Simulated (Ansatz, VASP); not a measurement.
## One calculation of Tl2Se, two programs

```xyz
3
Lattice="0.0000 3.7798 3.7798 3.7798 0.0000 3.7798 3.7798 3.7798 0.0000" Properties=species:S:1:pos:R:3 pbc="T T T"
Se    0.0000    0.0000    0.0000
Tl    1.8899    1.8899    1.8899
Tl    5.6697    5.6697    5.6697
```

Alike in both runs: task single point; functional PBE; k mesh 10 × 10 × 10; occupations fermi-dirac, width 0.03 eV; no spin polarisation.

```csv
,VASP,Ansatz
version,VASP 6.6.1,Ansatz 0.2.0
potentials or method,"VASP PAW PBE potentials, release 64 (Se, Tl_d), cutoff 520 eV","all-electron LAPW, scalar-relativistic"
```

|  | VASP | Ansatz | Ansatz less VASP |
| --- | --- | --- | --- |
| pressure (GPa) | 0.0 | 0.0 | +0.03 |

Ansatz ran all-electron here, and VASP with PAW potentials.

Spin-orbit coupling is off throughout.
